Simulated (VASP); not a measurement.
# NaInTe (Pmmm) in VASP: further runs

The runs below take NaInTe through single point, relaxation of cell and atoms, with PBE.

Everything below comes from runs of VASP 6.6.1. Logs are shortened: lines on timing, memory, paths and dates and some standing lists are left out, and cuts for length are marked.

## 1. The cell of the first run

Symmetry: Pmmm, No. 47, orthorhombic system. Conventional cell: a = 3.399 Å, b = 4.855 Å, c = 5.236 Å, α = 90.00°, β = 90.00°, γ = 90.00°. Within 3.2 Å of Na (site symmetry mmm) lie 2 Te at 2.43 Å. Within 3.6 Å of In (site symmetry mmm) lie 2 Te at 2.62 Å and 2 In at 3.40 Å and 4 Na at 3.57 Å. Te (site symmetry mmm) has 2 Na at 2.43 Å and 2 In at 2.62 Å within 3.2 Å.

The cell was generated, and may not be a known phase.

## 2. Single point, PBE

Contents of INCAR:

```
  ALGO = Normal
  EDIFF = 1E-6
  ENCUT = 520
  GGA = PE
  ISIF = 2
  ISMEAR = 0
  LASPH = T
  LCHARG = F
  LREAL = F
  LWAVE = F
  NBANDS = 20
  NELM = 80
  PREC = Accurate
  SIGMA = 0.1
```

Contents of KPOINTS:

```
k-points
0
Gamma
  6 4 4
```

Contents of POSCAR:

```
NaInTe
1.0
    3.3991528800      0.0000000000      0.0000000000
    0.0000000000      4.8551843800      0.0000000000
    0.0000000000      0.0000000000      5.2361728400
Na In Te
1 1 1
Direct
    0.0000000000      0.0000000000      0.5000000000
    0.0000000000      0.5000000000      0.0000000000
    0.0000000000      0.5000000000      0.5000000000
```

Potentials or basis: VASP PAW PBE potentials, release 64 (Na_pv, In_d, Te).

Command:

```console
$ cat potpaw_PBE.64/Na_pv/POTCAR potpaw_PBE.64/In_d/POTCAR potpaw_PBE.64/Te/POTCAR > POTCAR
$ mpirun -np 1 vasp_std > vasp.out
```

OUTCAR:

```text
EDIFF = 1E-6
   ENCUT = 520
   GGA = PE
   ISIF = 2
   ISMEAR = 0
   LASPH = T
   LREAL = F
   NELM = 80
   PREC = Accurate

 ion  position               nearest neighbor table
   1  0.000  0.000  0.500-   3 2.43   3 2.43
   2  0.000  0.500  0.000-   3 2.62   3 2.62
   3  0.000  0.500  0.500-   1 2.43   1 2.43   2 2.62   2 2.62

  LATTYP: Found a simple orthorhombic cell.
 ALAT       =     3.3991528800
 B/A-ratio  =     1.4283512838
 C/A-ratio  =     1.5404346391

  Lattice vectors:

 A1 = (   3.3991528800,   0.0000000000,   0.0000000000)
 A2 = (   0.0000000000,   4.8551843800,   0.0000000000)
 A3 = (   0.0000000000,   0.0000000000,   5.2361728400)

Analysis of symmetry for initial positions (statically):
=====================================================================
 Subroutine PRICEL returns:
 Original cell was already a primitive cell.

 Routine SETGRP: Setting up the symmetry group for a
 simple orthorhombic supercell.

 Subroutine GETGRP returns: Found  8 space group operations
 (whereof  8 operations were pure point group operations)
 out of a pool of  8 trial point group operations.

The static configuration has the point symmetry D_2h.

Analysis of symmetry for dynamics (positions and initial velocities):
=====================================================================
 Subroutine PRICEL returns:
 Original cell was already a primitive cell.

 Routine SETGRP: Setting up the symmetry group for a
 simple orthorhombic supercell.

 Subroutine GETGRP returns: Found  8 space group operations
 (whereof  8 operations were pure point group operations)
 out of a pool of  8 trial point group operations.

The dynamic configuration has the point symmetry D_2h.

 Subroutine INISYM returns: Found  8 space group operations
 (whereof  8 operations are pure point group operations),
 and found     1 'primitive' translations

----------------------------------------------------------------------------------------

                                     Primitive cell

  volume of cell :      86.4153

  direct lattice vectors                    reciprocal lattice vectors
     3.399152880  0.000000000  0.000000000     0.294190946  0.000000000  0.000000000
     0.000000000  4.855184380  0.000000000     0.000000000  0.205965401  0.000000000
     0.000000000  0.000000000  5.236172840     0.000000000  0.000000000  0.190979181

  length of vectors
     3.399152880  4.855184380  5.236172840     0.294190946  0.205965401  0.190979181

  position of ions in fractional coordinates (direct lattice)
     0.000000000  0.000000000  0.500000000
     0.000000000  0.500000000  0.000000000
     0.000000000  0.500000000  0.500000000

  ion indices of the primitive-cell ions
   primitive index   ion index
                 1           1
                 2           2
                 3           3

----------------------------------------------------------------------------------------

 KPOINTS: k-points

Automatic generation of k-mesh.
 Grid dimensions read from file:
 generate k-points for:    6    4    4

 Generating k-lattice:

  Cartesian coordinates                     Fractional coordinates (reciprocal lattice)
     0.049031824  0.000000000  0.000000000     0.166666667  0.000000000  0.000000000
     0.000000000  0.051491350  0.000000000     0.000000000  0.250000000  0.000000000
     0.000000000  0.000000000  0.047744795     0.000000000  0.000000000  0.250000000

  Length of vectors
     0.049031824  0.051491350  0.047744795

  Shift w.r.t. Gamma in fractional coordinates (k-lattice)
     0.000000000  0.000000000  0.000000000

 Subroutine IBZKPT returns following result:
 ===========================================

 Found     36 irreducible k-points:

 Following reciprocal coordinates:
            Coordinates               Weight
  0.000000  0.000000  0.000000      1.000000
  0.166667  0.000000  0.000000      2.000000
  0.333333  0.000000  0.000000      2.000000
  0.500000  0.000000  0.000000      1.000000
  0.000000  0.250000  0.000000      2.000000
[... 51 lines left out ...]
      6      -9.5188      2.00000
[... 12 lines left out ...]
     19      13.2480      0.00000
     20      13.5914      0.00000

 k-point     6 :       0.1667    0.2500    0.0000
  band No.  band energies     occupation
      1     -20.0899      2.00000
      2     -19.9343      2.00000
      3     -19.8991      2.00000
      4     -10.0813      2.00000
      5      -9.5532      2.00000
      6      -9.4692      2.00000
[... 12 lines left out ...]
     19      12.1325      0.00000
     20      13.8228      0.00000

 k-point     7 :       0.3333    0.2500    0.0000
  band No.  band energies     occupation
      1     -20.0859      2.00000
      2     -19.9582      2.00000
      3     -19.8966      2.00000
      4     -10.0163      2.00000
      5      -9.5470      2.00000
      6      -9.5021      2.00000
[... 12 lines left out ...]
     19      10.6741      0.00000
     20      13.4246      0.00000
[... 277 lines left out ...]
 k-point    20 :       0.5000    0.2500    0.2500
  band No.  band energies     occupation
      1     -20.0839      2.00000
      2     -19.9701      2.00000
      3     -19.8955      2.00000
      4      -9.8944      2.00000
      5      -9.5515      2.00000
      6      -9.5379      2.00000
[... 12 lines left out ...]
     19      11.3161      0.00000
     20      12.5029      0.00000

 k-point    21 :       0.0000    0.5000    0.2500
  band No.  band energies     occupation
      1     -20.0939      2.00000
      2     -19.9217      2.00000
      3     -19.8998      2.00000
      4      -9.9775      2.00000
      5      -9.5671      2.00000
      6      -9.5153      2.00000
[... 12 lines left out ...]
     19      12.4183      0.00000
     20      13.1478      0.00000

 k-point    22 :       0.1667    0.5000    0.2500
  band No.  band energies     occupation
      1     -20.0917      2.00000
      2     -19.9337      2.00000
      3     -19.8986      2.00000
      4      -9.9535      2.00000
      5      -9.5637      2.00000
      6      -9.4658      2.00000
[... 12 lines left out ...]
     19      13.3549      0.00000
     20      13.4733      0.00000

 k-point    23 :       0.3333    0.5000    0.2500
  band No.  band energies     occupation
      1     -20.0872      2.00000
      2     -19.9575      2.00000
      3     -19.8961      2.00000
      4      -9.9092      2.00000
      5      -9.5568      2.00000
      6      -9.5114      2.00000
[... 12 lines left out ...]
     19      12.1651      0.00000
     20      13.6898      0.00000

 k-point    24 :       0.5000    0.5000    0.2500
  band No.  band energies     occupation
      1     -20.0850      2.00000
      2     -19.9693      2.00000
      3     -19.8949      2.00000
      4      -9.8888      2.00000
      5      -9.5533      2.00000
      6      -9.5377      2.00000
[... 12 lines left out ...]
     19      11.6652      0.00000
     20      14.2742      0.00000

 [... further k-points ...]

------------------------ aborting loop because EDIFF is reached ----------------------------------------

  FORCE on cell =-STRESS in cart. coord.  units (eV):
  Direction    XX          YY          ZZ          XY          YZ          ZX
  --------------------------------------------------------------------------------------
  -------------------------------------------------------------------------------------
  Total        0.3560174     14.6349544     14.4701383      0.0000000      0.0000000      0.0000000
  in kB        6.6007209    271.3385851    268.2828220      0.0000000      0.0000000      0.0000000
  external PRESSURE =     182.0740426 kB  Pullay stress =       0.0000000 kB

 VOLUME and BASIS-vectors are now :
 -----------------------------------------------------------------------------
  energy-cutoff  :      520.00
  volume of cell :       86.42
      direct lattice vectors                 reciprocal lattice vectors
     3.399152880  0.000000000  0.000000000     0.294190946  0.000000000  0.000000000
     0.000000000  4.855184380  0.000000000     0.000000000  0.205965401  0.000000000
     0.000000000  0.000000000  5.236172840     0.000000000  0.000000000  0.190979181

 POSITION                                       TOTAL-FORCE (eV/Angst)
 -----------------------------------------------------------------------------------
      0.00000      0.00000      2.61809         0.000000      0.000000      0.000000
      0.00000      2.42759      0.00000         0.000000      0.000000      0.000000
      0.00000      2.42759      2.61809         0.000000      0.000000      0.000000
 -----------------------------------------------------------------------------------
    total drift:                               -0.000000      0.000000     -0.000000

  FREE ENERGIE OF THE ION-ELECTRON SYSTEM (eV)
  ---------------------------------------------------
  free  energy   TOTEN  =        -5.1846040009 eV

  energy  without entropy=       -5.1747642033  energy(sigma->0) =       -5.17968410
```

Run time: 29 s. Hardware: 1 thread of AMD EPYC 9R45 (Zen 5), shared host; peak memory 0.2 GiB.

Results:

| Quantity | Value |
| --- | --- |
| Free energy | -5.1846 eV |
| Pressure | 18.2 GPa |
| Band gap on the k mesh | zero (bands 13 and 14 overlap by 1.41 eV) |

Stress tensor (GPa, compression positive):
```
 0.66  0.00  0.00
 0.00 27.13  0.00
 0.00  0.00 26.83
```

Levels at points of the mesh, in eV from the Fermi level:
```
           k point  band 11  band 12  band 13  band 14  band 15  band 16
(0.00, 0.00, 0.00)    -4.80    -3.88     0.10     0.73     2.38     4.83
(0.50, 0.00, 0.00)    -4.47    -2.67    -2.46     0.08     3.15     3.47
(0.00, 0.50, 0.00)    -5.35    -4.40     0.07     0.12     2.39     4.92
(0.50, 0.50, 0.00)    -4.42    -3.79    -2.04     0.41     0.68     2.02
(0.00, 0.00, 0.50)    -3.39     0.27     0.50     1.20     1.27     2.91
(0.50, 0.00, 0.50)    -5.04    -2.23    -1.91     2.09     3.09     3.82
(0.00, 0.50, 0.50)    -4.74    -2.04     0.50     1.79     3.16     4.36
(0.50, 0.50, 0.50)    -4.91    -3.26    -1.50     0.13     1.30     2.90
```

Caveat: the stress differs along the axes, from 1 to 27 GPa; spin-orbit coupling is left out, which moves the levels of the heavy elements.

## 3. Single point, PBE

This run uses another cell than the first one, of 43.17 Å³/atom.

Contents of INCAR:

```
PREC = Accurate
ENCUT = 520
EDIFF = 1E-6
ISMEAR = 0
SIGMA = 0.1
LREAL = F
LASPH = T
NELM = 60
ALGO = Normal
ISIF = 2
LWAVE = F
LCHARG = F
GGA = PE
NBANDS = 20
```

Contents of KPOINTS:

```
Automatic mesh
0
Gamma
  6 4 4
```

Contents of POSCAR:

```
NaInTe
1.0
    3.5379327279      0.0000000000      0.0000000000
    0.0000000000      5.7966484111      0.0000000000
    0.0000000000      0.0000000000      6.3149131110
Na In Te
1 1 1
Direct
    0.0000000000      0.0000000000      0.5000000000
    0.0000000000      0.5000000000      0.0000000000
    0.0000000000      0.5000000000      0.5000000000
```

Potentials or basis: VASP PAW PBE potentials, release 64 (Na_pv, In_d, Te).

Command:

```console
$ cat potpaw_PBE.64/Na_pv/POTCAR potpaw_PBE.64/In_d/POTCAR potpaw_PBE.64/Te/POTCAR > POTCAR
$ mpirun -np 1 vasp_std > vasp.out
```

Run time: 48 s. Hardware: 1 thread of AMD EPYC 9R45 (Zen 5), shared host; peak memory 0.27 GiB.

Results (log left out):

```
Free energy            : -7.2566 eV
Pressure               : 0.0 GPa
Band gap on the k mesh : zero (bands 13 and 14 overlap by 1.06 eV)
```

Levels at points of the mesh, in eV from the Fermi level:
```csv
k point,band 11,band 12,band 13,band 14,band 15,band 16
"(0.00, 0.00, 0.00)",-3.50,-2.76,0.42,1.33,1.37,3.98
"(0.50, 0.00, 0.00)",-3.01,-2.41,-1.66,-0.07,3.07,3.44
"(0.00, 0.50, 0.00)",-3.58,-3.43,0.19,1.34,2.37,3.49
"(0.50, 0.50, 0.00)",-2.91,-2.37,-2.17,0.05,1.64,2.06
"(0.00, 0.00, 0.50)",-2.59,-0.29,0.51,0.53,1.42,1.81
"(0.50, 0.00, 0.50)",-3.37,-1.54,-0.86,1.00,2.31,2.98
"(0.00, 0.50, 0.50)",-3.35,-0.86,-0.24,1.43,1.63,3.06
"(0.50, 0.50, 0.50)",-3.30,-2.01,-0.70,1.05,1.22,2.00
```

Caveat: spin-orbit coupling is left out, which moves the levels of the heavy elements.

## 4. Relaxation of cell and atoms, PBE

Contents of INCAR:

```
ALGO     = Fast           # electronic algorithm
EDIFF    = 1E-7           # SCF threshold, eV
EDIFFG   = -0.04          # ionic threshold
ENCUT    = 600            # plane-wave cutoff, eV
GGA      = PE             # functional
IBRION   = 2              # ionic algorithm
ISIF     = 3              # what is computed and relaxed
ISMEAR   = 0              # smearing method
LASPH    = True           # aspherical terms in the spheres
LCHARG   = False          # write CHGCAR
LREAL    = False          # projectors in reciprocal space
LWAVE    = False          # write WAVECAR
NELM     = 60             # most SCF steps
NSW      = 90             # ionic steps
PREC     = Accurate       # precision mode
SIGMA    = 0.1            # smearing width, eV
```

Contents of KPOINTS:

```
k-points
0
Gamma
  6 4 4
```

Contents of POSCAR:

```
NaInTe
1.0
    3.3991528800      0.0000000000      0.0000000000
    0.0000000000      4.8551843800      0.0000000000
    0.0000000000      0.0000000000      5.2361728400
Na In Te
1 1 1
Direct
    0.0000000000      0.0000000000      0.5000000000
    0.0000000000      0.5000000000      0.0000000000
    0.0000000000      0.5000000000      0.5000000000
```

Command:

```console
$ cat potpaw_PBE.64/Na_pv/POTCAR potpaw_PBE.64/In_d/POTCAR potpaw_PBE.64/Te/POTCAR > POTCAR
$ mpirun -np 1 vasp_std > vasp.out
```

Wall time 5.2 min (1 thread of AMD EPYC 9R45 (Zen 5), shared host); peak memory 0.24 GiB.

Results (log left out):

| Property | Result |
| --- | --- |
| Free energy | -7.2498 eV |
| Relaxed volume | 43.41 Å³/atom |
| Relaxed cell | a = 3.545 Å, b = 5.793 Å, c = 6.342 Å, α = 90.00°, β = 90.00°, γ = 90.00° |
| Space group after relaxing (to 0.1 Å) | Pmmm (No. 47) |
| Energy gained by relaxing | 688.3 meV/atom |
| Ionic steps | 11 |
| Pressure after relaxing | 0.0 GPa |
| Band gap on the k mesh | zero (bands 13 and 14 overlap by 1.08 eV) |

Stress tensor (GPa, compression positive):
```
-0.04  0.00  0.00
 0.00  0.03  0.00
 0.00  0.00 -0.12
```

Step by step:
| step | energy change (eV) | largest force (eV/Å) | pressure (GPa) | volume (Å³) |
| --- | --- | --- | --- | --- |
| 1 | 0.0000 | 0.0000 | 18.22 | 86.42 |
| 2 | -2.0267 | 0.0000 | -0.54 | 132.37 |
| 3 | -2.0394 | 0.0000 | 0.91 | 120.99 |
| 4 | -2.0479 | 0.0000 | 0.36 | 125.15 |
| 5 | -2.0479 | 0.0000 | 0.25 | 126.00 |
| 6 | -2.0575 | 0.0000 | 0.25 | 127.48 |
| 7 | -2.0617 | 0.0000 | 0.03 | 130.11 |
| 8 | -2.0622 | 0.0000 | 0.02 | 129.58 |
| 9 | -2.0622 | 0.0000 | 0.03 | 129.41 |
| 10 | -2.0642 | 0.0000 | 0.00 | 129.84 |
| 11 | -2.0650 | 0.0000 | -0.04 | 130.24 |

Final structure:
```
Na In Te
1.0
     3.54482    0.00000    0.00000
     0.00000    5.79289    0.00000
     0.00000    0.00000    6.34222
Na In Te
1 1 1
Direct
  0.00000 0.00000 0.50000
  0.00000 0.50000 0.00000
  0.00000 0.50000 0.50000
```

Levels at points of the mesh, in eV from the Fermi level:
```csv
k point,band 11,band 12,band 13,band 14,band 15,band 16
"(0.00, 0.00, 0.00)",-3.45,-2.73,0.45,1.34,1.36,3.98
"(0.50, 0.00, 0.00)",-3.03,-2.37,-1.63,-0.07,3.06,3.46
"(0.00, 0.50, 0.00)",-3.55,-3.39,0.19,1.35,2.37,3.51
"(0.50, 0.50, 0.00)",-2.93,-2.33,-2.15,0.05,1.67,2.05
"(0.00, 0.00, 0.50)",-2.56,-0.31,0.53,0.54,1.42,1.81
"(0.50, 0.00, 0.50)",-3.33,-1.51,-0.85,0.96,2.31,2.95
"(0.00, 0.50, 0.50)",-3.32,-0.84,-0.26,1.43,1.62,3.08
"(0.50, 0.50, 0.50)",-3.26,-1.99,-0.68,1.01,1.22,2.02
```

Caveat: the volume moved by over 15 % at a fixed basis, so the end points are rough; spin-orbit coupling is left out, which moves the levels of the heavy elements.

## 5. Single point, PBE

This run uses another cell than the first one, of 40.84 Å³/atom.

Contents of INCAR:

```
ALGO = Fast ; EDIFF = 1E-6
ENCUT = 520 ; GGA = PE
ISIF = 2 ; ISMEAR = 0
LASPH = True ; LCHARG = False
LREAL = False ; LWAVE = False
NBANDS = 20 ; NELM = 60
PREC = Accurate ; SIGMA = 0.1
```

Contents of KPOINTS:

```
k-points
0
Gamma
  14 8 8
```

Contents of POSCAR:

```
NaInTe
1.0
    3.1975069067      0.0000000000      0.0000000000
    0.0000000000      5.8496470040      0.0000000000
    0.0000000000      0.0000000000      6.5510490983
Na In Te
1 1 1
Direct
    0.0000000000      0.0000000000      0.5000000000
    0.0000000000      0.5000000000      0.0000000000
    0.0000000000      0.5000000000      0.5000000000
```

Command:

```console
$ cat potpaw_PBE.64/Na_pv/POTCAR potpaw_PBE.64/In_d/POTCAR potpaw_PBE.64/Te/POTCAR > POTCAR
$ mpirun -np 1 vasp_std > vasp.out
```

Wall time 4.8 min (1 thread of AMD EPYC 9R45 (Zen 5), shared host); peak memory 0.6 GiB.

The run converged. Its results:

* Free energy: -7.3211 eV
* Pressure: 0.0 GPa
* Band gap on the k mesh: zero (bands 13 and 14 overlap by 0.97 eV)

Stress tensor (GPa, compression positive):
```
-0.05  0.00  0.00
 0.00  0.06  0.00
 0.00  0.00 -0.02
```

Levels at points of the mesh, in eV from the Fermi level:
```csv
k point,band 11,band 12,band 13,band 14,band 15,band 16
"(0.00, 0.00, 0.00)",-4.02,-3.52,-0.15,0.89,2.36,3.28
"(0.50, 0.00, 0.00)",-2.46,-2.21,-1.74,-0.66,3.16,3.26
"(0.00, 0.50, 0.00)",-4.26,-3.96,-0.27,1.77,2.37,2.88
"(0.50, 0.50, 0.00)",-2.36,-2.18,-2.17,-0.56,1.45,2.45
"(0.00, 0.00, 0.50)",-3.42,-1.37,-0.17,0.21,1.05,1.91
"(0.50, 0.00, 0.50)",-3.79,-1.67,-1.16,0.74,2.84,3.09
"(0.00, 0.50, 0.50)",-4.12,-1.33,-1.11,0.83,2.40,2.41
"(0.50, 0.50, 0.50)",-3.72,-2.08,-1.04,0.79,1.66,1.78
```

Caveat: spin-orbit coupling is left out, which moves the levels of the heavy elements.

## 6. Summary

```tsv
task	cell	k mesh	cutoff (eV)	gap on the mesh (eV)	pressure (GPa)
single point	a = 3.399, b = 4.855, c = 5.236 Å, 3 atoms	6 × 4 × 4	520	none	18.2
single point	a = 3.538, b = 5.797, c = 6.315 Å, 3 atoms	6 × 4 × 4	520	none	0.0
relaxation of cell and atoms	relaxed from a = 3.399, b = 4.855, c = 5.236 Å, 3 atoms	6 × 4 × 4	600	none	0.0
single point	a = 3.198, b = 5.850, c = 6.551 Å, 3 atoms	14 × 8 × 8	520	none	0.0
```

Alike in all rows: level PBE; potentials or basis VASP PAW PBE potentials, release 64 (Na_pv, In_d, Te); no spin polarisation; smearing gaussian 0.1 eV.

Caveats: spin-orbit coupling is left out, which moves the levels of the heavy elements; the stress differs along the axes, from 1 to 27 GPa (at least some runs); the volume moved by over 15 % at a fixed basis, so the end points are rough (at least some runs).

Absolute energies hang on the potentials; compare differences alone.
